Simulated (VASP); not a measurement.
# C (Fd-3m) in VASP: single point with PBE

Aim: the single point of C with PBE.

All numbers are computed with VASP 6.6.1; they aren't measurements. Logs are shortened: lines on timing, memory, paths and dates and some standing lists are left out, and cuts for length are marked.

## (1) The cell of the first run

It takes space group Fd-3m (No. 227, cubic). The conventional cell has a = 3.572 Å, b = 3.572 Å, c = 3.572 Å, α = 90.00°, β = 90.00°, γ = 90.00°. Within 2.1 Å of C (site symmetry -43m) lie 4 C at 1.55 Å.

## (2) Single point, PBE

Input file INCAR:

```
ALGO = Normal
EDIFF = 1E-6
ENCUT = 520
GGA = PE
ISIF = 2
ISMEAR = -1
LASPH = T
LCHARG = F
LREAL = F
LWAVE = F
NBANDS = 16
NELM = 100
PREC = Accurate
SIGMA = 0.02
```

Input file KPOINTS:

```
k-points
0
Gamma
  12 12 8
```

Input file POSCAR:

```
C
1.0
    1.7858175697      1.7858175697      0.0000000000
   -1.7858175697      1.7858175697      0.0000000000
    0.0000000000      0.0000000000      3.5716351394
C
4
Direct
    0.2500000000      0.5000000000      0.3750000000
    0.7500000000      0.0000000000      0.8750000000
    0.2500000000      0.0000000000      0.1250000000
    0.7500000000      0.5000000000      0.6250000000
```

Potentials or basis: VASP PAW PBE potentials, release 64 (C).

Launch:

```bash
$ cat potpaw_PBE.64/C/POTCAR > POTCAR
$ mpirun -np 1 vasp_std > vasp.out
```

OUTCAR:

```text
EDIFF = 1E-6
   ENCUT = 520
   GGA = PE
   ISIF = 2
   ISMEAR = -1
   LASPH = T
   LREAL = F
   NELM = 100
   PREC = Accurate

 ion  position               nearest neighbor table
   1  0.250  0.500  0.375-   3 1.55   4 1.55   3 1.55   4 1.55
   2  0.750  0.000  0.875-   3 1.55   4 1.55   4 1.55   3 1.55
   3  0.250  0.000  0.125-   1 1.55   2 1.55   1 1.55   2 1.55
   4  0.750  0.500  0.625-   1 1.55   2 1.55   2 1.55   1 1.55

  LATTYP: Found a simple tetragonal cell.
 ALAT       =     2.5255274270
 C/A-ratio  =     1.4142135624

  Lattice vectors:

 A1 = (   1.7858175697,   1.7858175697,   0.0000000000)
 A2 = (  -1.7858175697,   1.7858175697,   0.0000000000)
 A3 = (   0.0000000000,   0.0000000000,   3.5716351394)

Analysis of symmetry for initial positions (statically):
=====================================================================
 Subroutine PRICEL returns following result:

  LATTYP: Found a face centered cubic cell.
 ALAT       =     3.5716351394

  Lattice vectors:

 A1 = (   0.0000000000,  -1.7858175697,  -1.7858175697)
 A2 = (   1.7858175697,   0.0000000000,  -1.7858175697)
 A3 = (   1.7858175697,  -1.7858175697,  -0.0000000000)

   2 primitive cells build up your supercell.

 Routine SETGRP: Setting up the symmetry group for a
 simple tetragonal supercell.

 Subroutine GETGRP returns: Found 16 space group operations
 (whereof  4 operations were pure point group operations)
 out of a pool of 16 trial point group operations.

The static configuration has the point symmetry C_2h.
 The point group associated with its full space group is D_4h.

Analysis of symmetry for dynamics (positions and initial velocities):
=====================================================================
 Subroutine PRICEL returns following result:

  LATTYP: Found a face centered cubic cell.
 ALAT       =     3.5716351394

  Lattice vectors:

 A1 = (   0.0000000000,  -1.7858175697,  -1.7858175697)
 A2 = (   1.7858175697,   0.0000000000,  -1.7858175697)
 A3 = (   1.7858175697,  -1.7858175697,  -0.0000000000)

   2 primitive cells build up your supercell.

 Routine SETGRP: Setting up the symmetry group for a
 simple tetragonal supercell.

 Subroutine GETGRP returns: Found 16 space group operations
 (whereof  4 operations were pure point group operations)
 out of a pool of 16 trial point group operations.

The dynamic configuration has the point symmetry C_2h.
 The point group associated with its full space group is D_4h.

 Subroutine INISYM returns: Found 16 space group operations
 (whereof  4 operations are pure point group operations),
 and found     2 'primitive' translations

----------------------------------------------------------------------------------------

                                     Primitive cell

  volume of cell :      11.3905

  direct lattice vectors                    reciprocal lattice vectors
     0.000000000 -1.785817570 -1.785817570    -0.279983806 -0.279983806 -0.279983806
     1.785817570  0.000000000 -1.785817570     0.279983806  0.279983806 -0.279983806
     1.785817570 -1.785817570 -0.000000000     0.279983806 -0.279983806  0.279983806

  length of vectors
     2.525527427  2.525527427  2.525527427     0.484946177  0.484946177  0.484946177

  position of ions in fractional coordinates (direct lattice)
     0.375000000  0.875000000  0.875000000
     0.625000000  0.125000000  0.125000000

  ion indices of the primitive-cell ions
   primitive index   ion index
                 1           1
                 2           3

----------------------------------------------------------------------------------------

 KPOINTS: k-points

Automatic generation of k-mesh.
 Grid dimensions read from file:
 generate k-points for:   12   12    8

 Generating k-lattice:

  Cartesian coordinates                     Fractional coordinates (reciprocal lattice)
     0.023331984  0.023331984  0.000000000     0.083333333  0.000000000  0.000000000
    -0.023331984  0.023331984  0.000000000     0.000000000  0.083333333  0.000000000
     0.000000000  0.000000000  0.034997976     0.000000000  0.000000000  0.125000000

  Length of vectors
     0.032996408  0.032996408  0.034997976

  Shift w.r.t. Gamma in fractional coordinates (k-lattice)
     0.000000000  0.000000000  0.000000000

 Subroutine IBZKPT returns following result:
 ===========================================

 Found    140 irreducible k-points:

 Following reciprocal coordinates:
            Coordinates               Weight
  0.000000  0.000000  0.000000      1.000000
  0.083333  0.000000  0.000000      4.000000
  0.166667  0.000000  0.000000      4.000000
  0.250000  0.000000  0.000000      4.000000
  0.333333  0.000000  0.000000      4.000000
  0.416667  0.000000  0.000000      4.000000
[... 16 lines left out ...]
  0.333333  0.333333  0.000000      4.000000
  0.416667  0.333333  0.000000      8.000000
 [... further k-points ...]
   k-points           NKPTS =    140   k-points in BZ     NKDIM =    140   number of bands    NBANDS=     16
   number of dos      NEDOS =    301   number of ions     NIONS =      4
   total plane-waves  NPLWV =  11200
   dimension x,y,z NGX =    20 NGY =   20 NGZ =   28
   dimension x,y,z NGXF=    40 NGYF=   40 NGZF=   56
   ions per type =               4
   NGX,Y,Z   is equivalent  to a cutoff of  13.17, 13.17, 13.03 a.u.
   NGXF,Y,Z  is equivalent  to a cutoff of  26.33, 26.33, 26.07 a.u.
 SYSTEM =  unknown system
   PREC   = accura    normal or accurate (medium, high low for compatibility)
   ISTART =      0    job   : 0-new  1-cont  2-samecut
   ICHARG =      2    charge: 1-file 2-atom 10-const
   ISPIN  =      1    spin polarized calculation?
   LNONCOLLINEAR =      F non collinear calculations
   LSORBIT =      F    spin-orbit coupling
   LASPH  =      T    aspherical Exc in radial PAW
   ENCUT  =  520.0 eV  38.22 Ry    6.18 a.u.   4.70  4.70  6.64*2*pi/ulx,y,z
   NELM   =    100;   NELMIN=  2; NELMDL= -5     # of ELM steps
   EDIFF  = 0.1E-05   stopping-criterion for ELM
   LREAL  =      F    real-space projection
   EDIFFG = 0.1E-04   stopping-criterion for IOM
   NSW    =      0    number of steps for IOM
   IBRION =     -1    ionic relax: 0-MD 1-quasi-New 2-CG
   NFREE  =      0    steps in history (QN), initial steepest desc. (CG)
   ISIF   =      2    stress and relaxation
   ISYM   =      2    0-nonsym 1-usesym 2-fastsym
   POTIM  = 0.5000    time-step for ionic-motion
   TEBEG  =    0.0;   TEEND  =   0.0 temperature during run
   PSTRESS=    0.0 pullay stress
   NELECT =      16.0000    total number of electrons
   NUPDOWN=      -1.0000    fix difference up-down
   EMIN   =  10.00;   EMAX   =-10.00  energy-range for DOS
   EFERMI =   0.00;   METHOD = LEGACY
   ISMEAR =    -1;   SIGMA  =   0.02  broadening in eV -4-tet -1-fermi 0-gaus
   EFERMI_NEDOS =   21; number of points for ismear=-14 and -15
   IALGO  =     38    algorithm
   IMIX   =      4    mixing-type and parameters
     AMIX     =   0.40;   BMIX     =  1.00
     AMIX_MAG =   1.60;   BMIX_MAG =  1.00
  volume/ion in A,a.u.               =       5.70        38.43
  Fermi-wavevector in a.u.,A,eV,Ry     =   1.455206  2.749940 28.812021  2.117624
  Thomas-Fermi vector in A             =   2.572267
   LORBIT       =      0    0 simple, 1 ext, 2 COOP (PROOUT), +10 PAW based schemes
   GGA     = PE    functional components
   LHFCALC =     F    Hartree Fock is set to
   AEXX    =    0.0000 exact exchange contribution
   IVDW    =     0    specifies the selected vdW correction
   LEPSILON=     F    determine dielectric tensor
   LRPA    =     F    only Hartree local field effects (RPA)
 non-spin polarized calculation
  energy-cutoff  :      520.00
  volume of cell :       22.78
 maximum number of plane-waves:       633
 NGX is ok and might be reduce to    20
   NGX =  9   NGY =  9   NGZ = 13

 number of electron      16.0000000 magnetization

 Free energy of the ion-electron system (eV)
  ---------------------------------------------------
  ext. energy  EPLUGINS =         0.00000000
  ---------------------------------------------------
  free energy    TOTEN  =       -36.37155242 eV

  energy without entropy =      -36.37155242  energy(sigma->0) =      -36.37155242

 E-fermi :  10.1361     XC(G=0): -13.2303

 val. band max:        9.6704577799   @ k =   0.0000   0.0000   0.0000
 cond. band min:      13.7939262111   @ k =   0.0000   0.0000   0.2500
 fundamental gap:      4.1234684312
 Fermi energy:        10.1360833352

 k-point     1 :       0.0000    0.0000    0.0000
  band No.  band energies     occupation
      1     -11.7515      2.00000
      2      -3.0637      2.00000
      3      -3.0637      2.00000
      4       3.3975      2.00000
      5       3.3975      2.00000
      6       9.6705      2.00000
[... 8 lines left out ...]
     15      26.4169      0.00000
     16      26.4169      0.00000

 k-point     2 :       0.0833    0.0000    0.0000
  band No.  band energies     occupation
      1     -11.6235      2.00000
      2      -3.0199      2.00000
      3      -2.9490      2.00000
      4       2.7730      2.00000
      5       3.5042      2.00000
      6       8.9648      2.00000
[... 8 lines left out ...]
     15      26.1024      0.00000
     16      26.2527      0.00000

 k-point     3 :       0.1667    0.0000    0.0000
  band No.  band energies     occupation
      1     -11.2408      2.00000
      2      -2.9719      2.00000
      3      -2.6050      2.00000
      4       1.4440      2.00000
      5       3.8196      2.00000
      6       7.4346      2.00000
[... 8 lines left out ...]
     15      25.2352      0.00000
     16      25.8218      0.00000

 k-point     4 :       0.2500    0.0000    0.0000
  band No.  band energies     occupation
      1     -10.6064      2.00000
      2      -3.2810      2.00000
      3      -2.0340      2.00000
      4       0.3939      2.00000
      5       4.3285      2.00000
      6       5.6969      2.00000
[... 8 lines left out ...]
     15      23.9885      0.00000
     16      25.2388      0.00000
[... 324 lines left out ...]
 k-point    22 :       0.5000    0.2500    0.0000
  band No.  band energies     occupation
      1      -6.2043      2.00000
      2      -6.2043      2.00000
      3       0.6768      2.00000
      4       0.6768      2.00000
      5       2.7048      2.00000
      6       2.7048      2.00000
[... 8 lines left out ...]
     15      24.7385      0.00000
     16      24.7385      0.00000

 k-point    23 :       0.3333    0.3333    0.0000
  band No.  band energies     occupation
      1      -7.7417      2.00000
      2      -2.5240      2.00000
      3      -2.5240      2.00000
      4       1.8931      2.00000
      5       1.8931      2.00000
      6       2.5045      2.00000
[... 8 lines left out ...]
     15      24.1280      0.00000
     16      24.1280      0.00000

 k-point    24 :       0.4167    0.3333    0.0000
  band No.  band energies     occupation
      1      -6.6543      2.00000
      2      -3.9399      2.00000
      3      -1.5146      2.00000
      4       1.0656      2.00000
      5       2.3412      2.00000
      6       2.6129      2.00000
[... 8 lines left out ...]
     15      24.7408      0.00000
     16      25.5330      0.00000

 [... further k-points ...]
[... 5 lines left out ...]
  --------------------------------------------------------------------------------------
  -------------------------------------------------------------------------------------
  Total        0.0918256      0.0918256      0.0918714     -0.0000000      0.0000000      0.0000000
  in kB        6.4580743      6.4580743      6.4612931     -0.0000000      0.0000000      0.0000000
  external PRESSURE =       6.4591472 kB  Pullay stress =       0.0000000 kB

 VOLUME and BASIS-vectors are now :
 -----------------------------------------------------------------------------
  energy-cutoff  :      520.00
  volume of cell :       22.78
      direct lattice vectors                 reciprocal lattice vectors
     1.785817570  1.785817570  0.000000000     0.279983806  0.279983806  0.000000000
    -1.785817570  1.785817570  0.000000000    -0.279983806  0.279983806  0.000000000
     0.000000000  0.000000000  3.571635139     0.000000000  0.000000000  0.279983806

 POSITION                                       TOTAL-FORCE (eV/Angst)
 -----------------------------------------------------------------------------------
     -0.44645      1.33936      1.33936         0.000000     -0.000000     -0.000000
      1.33936      1.33936      3.12518         0.000000      0.000000      0.000000
      0.44645      0.44645      0.44645         0.000000     -0.000000      0.000000
      0.44645      2.23227      2.23227        -0.000000      0.000000     -0.000000
 -----------------------------------------------------------------------------------
    total drift:                               -0.000000      0.000000     -0.000000

  FREE ENERGIE OF THE ION-ELECTRON SYSTEM (eV)
  ---------------------------------------------------
  free  energy   TOTEN  =       -36.3715524228 eV

  energy  without entropy=      -36.3715524228  energy(sigma->0) =      -36.37155242
```

Wall time 22 s (1 thread of AMD EPYC 9R45 (Zen 5), shared host); peak memory 0.12 GiB.

What came out:

| Quantity | Value |
| --- | --- |
| Free energy | -36.3716 eV |
| Pressure | 0.6 GPa |
| Band gap on the k mesh | 4.12 eV |

Levels at points of the mesh, in eV from the valence-band top:
| k point | band 5 | band 6 | band 7 | band 8 | band 9 | band 10 | band 11 | band 12 |
| --- | --- | --- | --- | --- | --- | --- | --- | --- |
| (0.00, 0.00, 0.00) | -6.27 | 0.00 | 0.00 | 0.00 | 4.75 | 4.75 | 5.58 | 5.58 |
| (0.50, 0.00, 0.00) | -7.58 | -7.58 | -3.00 | -3.00 | 7.91 | 7.91 | 9.98 | 9.98 |
| (0.50, 0.50, 0.00) | -6.27 | -6.27 | -6.27 | -6.27 | 4.75 | 4.75 | 4.75 | 4.75 |
| (0.00, 0.00, 0.50) | -4.10 | -4.10 | -4.10 | -4.10 | 4.43 | 4.43 | 10.22 | 10.22 |
| (0.50, 0.00, 0.50) | -2.79 | -2.79 | -2.79 | -2.79 | 8.44 | 8.44 | 8.44 | 8.44 |
| (0.50, 0.50, 0.50) | -8.29 | -8.29 | -8.29 | -8.29 | 10.60 | 10.60 | 10.60 | 10.60 |
